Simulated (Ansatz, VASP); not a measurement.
# CdS: VASP beside Ansatz

File INCAR:

```
  PREC = Accurate
  ENCUT = 500
  EDIFF = 1E-6
  ISMEAR = 0
  SIGMA = 0.01
  LREAL = F
  LASPH = T
  NELM = 120
  ALGO = Normal
  ISIF = 2
  LWAVE = F
  LCHARG = F
  GGA = PS
  NBANDS = 26
  GGA_COMPAT = F
```

File KPOINTS:

```
Automatic mesh
0
Gamma
  6 4 6
```

POSCAR

```
CdS
1.0
    3.9497411462      0.0000000000      0.0000000000
    0.0000000000      5.5840179226      0.0000000000
    0.0000000000      0.0000000000      3.9493966720
Cd S
2 2
Direct
    0.5000000000      0.5000000000      0.2430300000
    0.0000000000      0.0000000000      0.7569700000
    0.5000000000      0.0000000000      0.2551600000
    0.0000000000      0.5000000000      0.7448400000
```

Input for Ansatz:

```yaml
crystal:
  lattice:
    - [3.9497411462287317, 0.0, 0.0]
    - [0.0, 5.584017922560869, 0.0]
    - [0.0, 0.0, 3.949396672031433]
  atoms:
    - { symbol: Cd, position: [0.5, 0.5, 0.24303] }
    - { symbol: Cd, position: [0.0, 0.0, 0.75697] }
    - { symbol: S, position: [0.5, 0.0, 0.25516] }
    - { symbol: S, position: [0.0, 0.5, 0.74484] }
basis:
  ecutwfc: 462.593566181796
kpoints:
  mp_grid:
    grid: [6, 4, 6]
hamiltonian:
  xc: pbesol
scf:
  occupations:
    method: fixed
output:
  stress: true
```

Alike in both runs: task single point; functional PBEsol; k mesh 6 × 4 × 6; no spin polarisation.

|  | VASP | Ansatz |
| --- | --- | --- |
| version | VASP 6.6.1 | Ansatz 0.2.0 |
| potentials or method | VASP PAW PBE potentials, release 64 (Cd, S), cutoff 500 eV | plane waves, PAW |
| occupations | gaussian, width 0.01 eV | fixed |
| valence electrons in the cell | 36 | 52 |

```csv
,VASP,Ansatz,Ansatz less VASP
pressure (GPa),-6.4,-6.8,-0.34
"traceless stress, the component that is largest in VASP (GPa)",-0.06,-0.05,+0.003
```

VASP's potentials were made for PBE, not for PBEsol. VASP's potentials hold 36 valence electrons a cell and Ansatz's 52, so a difference there can come from the potentials and not from the codes.
